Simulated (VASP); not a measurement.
# Sb2S3 (Pnma) in VASP: single point with PBEsol

Aim: the single point of Sb2S3 with PBEsol.

All numbers are computed with VASP 6.6.1; they aren't measurements. Logs are shortened: lines on timing, memory, paths and dates and some standing lists are left out, and cuts for length are marked.

## 1. The cell of the first run

It takes space group Pnma (No. 62, orthorhombic). Conventional cell: a = 11.289 Å, b = 3.830 Å, c = 10.924 Å, α = 90.00°, β = 90.00°, γ = 90.00°. Within 3.4 Å of Sb (site symmetry m) lie 6 S at 2.55 to 3.05 Å. Sb (site symmetry m) has 7 S at 2.49 to 3.30 Å within 3.4 Å. Within 3.6 Å of S (site symmetry m) lie 4 Sb at 2.55 to 3.56 Å and 5 S at 3.30 to 3.56 Å. Within 3.3 Å of S (site symmetry m) lie 5 Sb at 2.49 to 3.02 Å. S (site symmetry m) has 5 Sb at 2.56 to 3.30 Å and 3 S at 3.30 to 3.47 Å within 3.5 Å.

## 2. Single point, PBEsol

INCAR reads:

```
SYSTEM = Sb2S3
PREC = Accurate ; ENCUT = 500
EDIFF = 1E-6 ; ISMEAR = 0
SIGMA = 0.02 ; LREAL = .False.
LASPH = .True. ; NELM = 120
ALGO = Normal ; ISIF = 2
LWAVE = .False. ; LCHARG = .False.
GGA = PS ; NBANDS = 72
GGA_COMPAT = .False. ; KPAR = 4
```

KPOINTS reads:

```
Automatic mesh
0
Gamma
  4 8 4
  0 0 0
```

POSCAR reads:

```
Sb2S3
1.0
   11.2894338224      0.0000000000      0.0000000000
    0.0000000000      3.8298530868      0.0000000000
    0.0000000000      0.0000000000     10.9242002610
Sb S
8 12
Direct
    0.4752582264      0.2500000000      0.3260129772
    0.0247417736      0.7500000000      0.8260129772
    0.9752582264      0.2500000000      0.1739870228
    0.5247417736      0.7500000000      0.6739870228
    0.3474044532      0.7500000000      0.0324315152
    0.1525955468      0.2500000000      0.5324315152
    0.8474044532      0.7500000000      0.4675684848
    0.6525955468      0.2500000000      0.9675684848
    0.2904324926      0.2500000000      0.1913784473
    0.2095675074      0.7500000000      0.6913784473
    0.7904324926      0.2500000000      0.3086215527
    0.7095675074      0.7500000000      0.8086215527
    0.5484158591      0.7500000000      0.1266045201
    0.9515841409      0.2500000000      0.6266045201
    0.0484158591      0.7500000000      0.3733954799
    0.4515841409      0.2500000000      0.8733954799
    0.3743987709      0.7500000000      0.4422100949
    0.1256012291      0.2500000000      0.9422100949
    0.8743987709      0.7500000000      0.0577899051
    0.6256012291      0.2500000000      0.5577899051
```

Potentials or basis: VASP PAW PBE potentials, release 64 (Sb, S).

Run with:

```bash
$ cat potpaw_PBE.64/Sb/POTCAR potpaw_PBE.64/S/POTCAR > POTCAR
$ mpirun -np 4 vasp_std > vasp.out
```

OUTCAR:

```text
SYSTEM = Sb2S3
   PREC = Accurate
   ENCUT = 500
   EDIFF = 1E-6
   ISMEAR = 0
   LREAL = .False.
   LASPH = .True.
   NELM = 120
   ISIF = 2
   GGA = PS

 ion  position               nearest neighbor table
   1  0.475  0.250  0.326-   9 2.55  17 2.56  17 2.56  13 3.02  13 3.02  20 3.05
   2  0.025  0.750  0.826-  10 2.55  18 2.56  18 2.56  14 3.02  14 3.02  19 3.05
   3  0.975  0.250  0.174-  11 2.55  19 2.56  19 2.56  15 3.02  15 3.02  18 3.05
   4  0.525  0.750  0.674-  12 2.55  20 2.56  20 2.56  16 3.02  16 3.02  17 3.05
   5  0.347  0.750  0.032-  13 2.49   9 2.66   9 2.66  16 2.84  16 2.84
   6  0.153  0.250  0.532-  14 2.49  10 2.66  10 2.66  15 2.84  15 2.84
   7  0.847  0.750  0.468-  15 2.49  11 2.66  11 2.66  14 2.84  14 2.84
   8  0.653  0.250  0.968-  16 2.49  12 2.66  12 2.66  13 2.84  13 2.84
   9  0.290  0.250  0.191-   1 2.55   5 2.66   5 2.66
  10  0.210  0.750  0.691-   2 2.55   6 2.66   6 2.66
  11  0.790  0.250  0.309-   3 2.55   7 2.66   7 2.66
  12  0.710  0.750  0.809-   4 2.55   8 2.66   8 2.66
  13  0.548  0.750  0.127-   5 2.49   8 2.84   8 2.84   1 3.02   1 3.02
  14  0.952  0.250  0.627-   6 2.49   7 2.84   7 2.84   2 3.02   2 3.02
  15  0.048  0.750  0.373-   7 2.49   6 2.84   6 2.84   3 3.02   3 3.02
  16  0.452  0.250  0.873-   8 2.49   5 2.84   5 2.84   4 3.02   4 3.02
  17  0.374  0.750  0.442-   1 2.56   1 2.56   4 3.05
  18  0.126  0.250  0.942-   2 2.56   2 2.56   3 3.05
  19  0.874  0.750  0.058-   3 2.56   3 2.56   2 3.05
  20  0.626  0.250  0.558-   4 2.56   4 2.56   1 3.05

  LATTYP: Found a simple orthorhombic cell.
 ALAT       =     3.8298530868
 B/A-ratio  =     2.8523810218
 C/A-ratio  =     2.9477459230

  Lattice vectors:

 A1 = (   0.0000000000,   3.8298530868,   0.0000000000)
 A2 = (   0.0000000000,   0.0000000000,  10.9242002610)
 A3 = (  11.2894338224,   0.0000000000,   0.0000000000)

Analysis of symmetry for initial positions (statically):
=====================================================================
 Subroutine PRICEL returns:
 Original cell was already a primitive cell.

 Routine SETGRP: Setting up the symmetry group for a
 simple orthorhombic supercell.

 Subroutine GETGRP returns: Found  8 space group operations
 (whereof  2 operations were pure point group operations)
 out of a pool of  8 trial point group operations.

The static configuration has the point symmetry S_2 .
 The point group associated with its full space group is D_2h.

Analysis of symmetry for dynamics (positions and initial velocities):
=====================================================================
 Subroutine PRICEL returns:
 Original cell was already a primitive cell.

 Routine SETGRP: Setting up the symmetry group for a
 simple orthorhombic supercell.

 Subroutine GETGRP returns: Found  8 space group operations
 (whereof  2 operations were pure point group operations)
 out of a pool of  8 trial point group operations.

The dynamic configuration has the point symmetry S_2 .
 The point group associated with its full space group is D_2h.

 Subroutine INISYM returns: Found  8 space group operations
 (whereof  2 operations are pure point group operations),
 and found     1 'primitive' translations

----------------------------------------------------------------------------------------

                                     Primitive cell

  volume of cell :     472.3283

  direct lattice vectors                    reciprocal lattice vectors
    11.289433822  0.000000000  0.000000000     0.088578401  0.000000000  0.000000000
     0.000000000  3.829853087  0.000000000     0.000000000  0.261106621  0.000000000
     0.000000000  0.000000000 10.924200261     0.000000000  0.000000000  0.091539882

  length of vectors
    11.289433822  3.829853087 10.924200261     0.088578401  0.261106621  0.091539882

  position of ions in fractional coordinates (direct lattice)
     0.475258226  0.250000000  0.326012977
     0.024741774  0.750000000  0.826012977
     0.975258226  0.250000000  0.173987023
     0.524741774  0.750000000  0.673987023
     0.347404453  0.750000000  0.032431515
     0.152595547  0.250000000  0.532431515
[... 12 lines left out ...]
     0.874398771  0.750000000  0.057789905
     0.625601229  0.250000000  0.557789905

  ion indices of the primitive-cell ions
   primitive index   ion index
                 1           1
                 2           2
                 3           3
                 4           4
                 5           5
                 6           6
[... 12 lines left out ...]
                19          19
                20          20

----------------------------------------------------------------------------------------

 KPOINTS: Automatic mesh

Automatic generation of k-mesh.
 Grid dimensions read from file:
 generate k-points for:    4    8    4

 Generating k-lattice:

  Cartesian coordinates                     Fractional coordinates (reciprocal lattice)
     0.022144600  0.000000000  0.000000000     0.250000000  0.000000000  0.000000000
     0.000000000  0.032638328  0.000000000     0.000000000  0.125000000  0.000000000
     0.000000000  0.000000000  0.022884970     0.000000000  0.000000000  0.250000000

  Length of vectors
     0.022144600  0.032638328  0.022884970

  Shift w.r.t. Gamma in fractional coordinates (k-lattice)
     0.000000000  0.000000000  0.000000000

 Subroutine IBZKPT returns following result:
 ===========================================

 Found     45 irreducible k-points:

 Following reciprocal coordinates:
            Coordinates               Weight
  0.000000  0.000000  0.000000      1.000000
  0.250000  0.000000  0.000000      2.000000
  0.500000  0.000000  0.000000      1.000000
  0.000000  0.125000  0.000000      2.000000
  0.250000  0.125000  0.000000      4.000000
  0.500000  0.125000  0.000000      2.000000
[... 16 lines left out ...]
  0.250000  0.250000  0.250000      8.000000
  0.500000  0.250000  0.250000      4.000000
 [... further k-points ...]
   k-points           NKPTS =     45   k-points in BZ     NKDIM =     45   number of bands    NBANDS=     72
   number of dos      NEDOS =    301   number of ions     NIONS =     20
   total plane-waves  NPLWV = 188160
   dimension x,y,z NGX =    84 NGY =   28 NGZ =   80
   dimension x,y,z NGXF=   168 NGYF=   56 NGZF=  160
   ions per type =               8  12
   NGX,Y,Z   is equivalent  to a cutoff of  12.37, 12.15, 12.17 a.u.
   NGXF,Y,Z  is equivalent  to a cutoff of  24.74, 24.31, 24.35 a.u.
 SYSTEM =  Sb2S3
   PREC   = accura    normal or accurate (medium, high low for compatibility)
   ISTART =      0    job   : 0-new  1-cont  2-samecut
   ICHARG =      2    charge: 1-file 2-atom 10-const
   ISPIN  =      1    spin polarized calculation?
   LNONCOLLINEAR =      F non collinear calculations
   LSORBIT =      F    spin-orbit coupling
   LASPH  =      T    aspherical Exc in radial PAW
   ENCUT  =  500.0 eV  36.75 Ry    6.06 a.u.  20.58  6.98 19.92*2*pi/ulx,y,z
   NELM   =    120;   NELMIN=  2; NELMDL= -5     # of ELM steps
   EDIFF  = 0.1E-05   stopping-criterion for ELM
   LREAL  =      F    real-space projection
   EDIFFG = 0.1E-04   stopping-criterion for IOM
   NSW    =      0    number of steps for IOM
   IBRION =     -1    ionic relax: 0-MD 1-quasi-New 2-CG
   NFREE  =      0    steps in history (QN), initial steepest desc. (CG)
   ISIF   =      2    stress and relaxation
   ISYM   =      2    0-nonsym 1-usesym 2-fastsym
   POTIM  = 0.5000    time-step for ionic-motion
   TEBEG  =    0.0;   TEEND  =   0.0 temperature during run
   PSTRESS=    0.0 pullay stress
   NELECT =     112.0000    total number of electrons
   NUPDOWN=      -1.0000    fix difference up-down
   EMIN   =  10.00;   EMAX   =-10.00  energy-range for DOS
   EFERMI =   0.00;   METHOD = LEGACY
   ISMEAR =     0;   SIGMA  =   0.02  broadening in eV -4-tet -1-fermi 0-gaus
   EFERMI_NEDOS =   21; number of points for ismear=-14 and -15
   IALGO  =     38    algorithm
   IMIX   =      4    mixing-type and parameters
     AMIX     =   0.40;   BMIX     =  1.00
     AMIX_MAG =   1.60;   BMIX_MAG =  1.00
  volume/ion in A,a.u.               =      23.62       159.37
  Fermi-wavevector in a.u.,A,eV,Ry     =   1.013288  1.914837 13.969814  1.026752
  Thomas-Fermi vector in A             =   2.146448
   LORBIT       =      0    0 simple, 1 ext, 2 COOP (PROOUT), +10 PAW based schemes
   GGA     = PS    functional components
   LHFCALC =     F    Hartree Fock is set to
   AEXX    =    0.0000 exact exchange contribution
   IVDW    =     0    specifies the selected vdW correction
   LEPSILON=     F    determine dielectric tensor
   LRPA    =     F    only Hartree local field effects (RPA)
 non-spin polarized calculation
 Gauss-broadening in eV      SIGMA  =   0.02
  energy-cutoff  :      500.00
  volume of cell :      472.33
 maximum number of plane-waves:     12076
 NGX is ok and might be reduce to    84
   NGX = 41   NGY = 13   NGZ = 39

 number of electron     111.9999980 magnetization

 Free energy of the ion-electron system (eV)
  ---------------------------------------------------
  ext. energy  EPLUGINS =         0.00000000
  ---------------------------------------------------
  free energy    TOTEN  =       -94.90359529 eV

  energy without entropy =      -94.90359529  energy(sigma->0) =      -94.90359529

 E-fermi :   5.6558     XC(G=0):  -9.7735

 val. band max:        5.5245731350   @ k =   0.0000   0.0000   0.0000
 cond. band min:       6.7028265863   @ k =   0.0000   0.0000   0.2500
 fundamental gap:      1.1782534514
 Fermi energy:         5.6558099270

 k-point     1 :       0.0000    0.0000    0.0000
  band No.  band energies     occupation
      1      -8.9021      2.00000
      2      -8.5900      2.00000
      3      -8.1163      2.00000
      4      -7.9916      2.00000
      5      -7.9011      2.00000
      6      -7.6360      2.00000
[... 60 lines left out ...]
     67       8.3481      0.00000
     68       8.3504      0.00000

 k-point     2 :       0.2500    0.0000    0.0000
  band No.  band energies     occupation
      1      -8.8673      2.00000
      2      -8.6526      2.00000
      3      -8.0860      2.00000
      4      -7.9964      2.00000
      5      -7.8673      2.00000
      6      -7.6991      2.00000
[... 60 lines left out ...]
     67       8.3157      0.00000
     68       8.4464      0.00000

 k-point     3 :       0.5000    0.0000    0.0000
  band No.  band energies     occupation
      1      -8.7723      2.00000
      2      -8.7723      2.00000
      3      -8.0282      2.00000
      4      -8.0282      2.00000
      5      -7.7972      2.00000
      6      -7.7972      2.00000
[... 1480 lines left out ...]
     67       8.7781      0.00000
     68       8.8569      0.00000

 k-point    24 :       0.5000    0.2500    0.2500
  band No.  band energies     occupation
      1      -8.2736      2.00000
      2      -8.2736      2.00000
      3      -7.7881      2.00000
      4      -7.7881      2.00000
      5      -7.1769      2.00000
      6      -7.1769      2.00000
[... 60 lines left out ...]
     67       8.8925      0.00000
     68       8.8925      0.00000

 [... further k-points ...]

 [bands above 68 left out]

------------------------ aborting loop because EDIFF is reached ----------------------------------------

  FORCE on cell =-STRESS in cart. coord.  units (eV):
  Direction    XX          YY          ZZ          XY          YZ          ZX
  --------------------------------------------------------------------------------------
  -------------------------------------------------------------------------------------
  Total        0.1764856     -0.0047435      0.0611267      0.0000000     -0.0000000      0.0000000
  in kB        0.5986542     -0.0160905      0.2073469      0.0000000     -0.0000000      0.0000000
  external PRESSURE =       0.2633035 kB  Pullay stress =       0.0000000 kB

 VOLUME and BASIS-vectors are now :
 -----------------------------------------------------------------------------
  energy-cutoff  :      500.00
  volume of cell :      472.33
      direct lattice vectors                 reciprocal lattice vectors
    11.289433822  0.000000000  0.000000000     0.088578401  0.000000000  0.000000000
     0.000000000  3.829853087  0.000000000     0.000000000  0.261106621  0.000000000
     0.000000000  0.000000000 10.924200261     0.000000000  0.000000000  0.091539882

 POSITION                                       TOTAL-FORCE (eV/Angst)
 -----------------------------------------------------------------------------------
      5.36540      0.95746      3.56143         0.029936     -0.000000     -0.018844
      0.27932      2.87239      9.02353        -0.029936     -0.000000     -0.018844
     11.01011      0.95746      1.90067         0.029936     -0.000000      0.018844
      5.92404      2.87239      7.36277        -0.029936     -0.000000      0.018844
      3.92200      2.87239      0.35429        -0.012201     -0.000000     -0.020191
      1.72272      0.95746      5.81639         0.012201     -0.000000     -0.020191
[... 12 lines left out ...]
      9.87147      2.87239      0.63131        -0.022064     -0.000000     -0.018824
      7.06268      0.95746      6.09341         0.022064     -0.000000     -0.018824
 -----------------------------------------------------------------------------------
    total drift:                                0.000000     -0.000000      0.000000

  FREE ENERGIE OF THE ION-ELECTRON SYSTEM (eV)
  ---------------------------------------------------
  free  energy   TOTEN  =       -94.9035952881 eV

  energy  without entropy=      -94.9035952881  energy(sigma->0) =      -94.90359529
```

Run time: 15 min. Hardware: 4 MPI ranks of AMD EPYC 7R43 (Zen 3), shared host; peak memory 1.1 GiB.

Results:

- Free energy: -94.9036 eV
- Pressure: 0.0 GPa
- Largest force: 0.035 eV/Å
- Band gap on the k mesh: 1.18 eV (least direct gap 1.19 eV)

Forces in eV/Å, atoms in the order of the input:
```
Sb   0.030  0.000 -0.019
Sb  -0.030  0.000 -0.019
Sb   0.030  0.000  0.019
Sb  -0.030  0.000  0.019
Sb  -0.012  0.000 -0.020
Sb   0.012  0.000 -0.020
Sb  -0.012  0.000  0.020
Sb   0.012  0.000  0.020
S   -0.016  0.000  0.007
S    0.016  0.000  0.007
S   -0.016  0.000 -0.007
S    0.016  0.000 -0.007
S    0.023  0.000  0.015
S   -0.023  0.000  0.015
S    0.023  0.000 -0.015
S   -0.023  0.000 -0.015
S   -0.022  0.000  0.019
S    0.022  0.000  0.019
S   -0.022  0.000 -0.019
S    0.022  0.000 -0.019
```

Levels at points of the mesh, in eV from the valence-band top:
| k point | band 52 | band 53 | band 54 | band 55 | band 56 | band 57 | band 58 | band 59 | band 60 | band 61 |
| --- | --- | --- | --- | --- | --- | --- | --- | --- | --- | --- |
| (0.00, 0.00, 0.00) | -0.40 | -0.27 | -0.22 | -0.17 | 0.00 | 1.24 | 1.47 | 1.51 | 1.81 | 2.09 |
| (0.50, 0.00, 0.00) | -0.62 | -0.19 | -0.19 | -0.04 | -0.04 | 1.44 | 1.44 | 1.71 | 1.71 | 1.97 |
| (0.00, 0.50, 0.00) | -1.12 | -0.68 | -0.68 | -0.12 | -0.12 | 1.92 | 1.92 | 2.17 | 2.17 | 2.31 |
| (0.50, 0.50, 0.00) | -1.33 | -0.41 | -0.41 | -0.41 | -0.41 | 2.14 | 2.14 | 2.14 | 2.14 | 2.53 |
| (0.00, 0.00, 0.50) | -0.66 | -0.19 | -0.19 | -0.13 | -0.13 | 1.20 | 1.20 | 2.02 | 2.02 | 2.26 |
| (0.50, 0.00, 0.50) | -0.66 | -0.36 | -0.36 | -0.32 | -0.32 | 1.27 | 1.27 | 2.02 | 2.02 | 2.15 |
| (0.00, 0.50, 0.50) | -1.26 | -0.82 | -0.82 | -0.51 | -0.51 | 1.73 | 1.73 | 1.91 | 1.91 | 2.98 |
| (0.50, 0.50, 0.50) | -1.18 | -0.85 | -0.85 | -0.85 | -0.85 | 1.94 | 1.94 | 1.94 | 1.94 | 2.58 |

Caveat: the PAW data sets were made with another functional, which shifts forces and pressure a little; spin-orbit coupling is left out, which moves the levels of the heavy elements. A k mesh can miss the band edges.
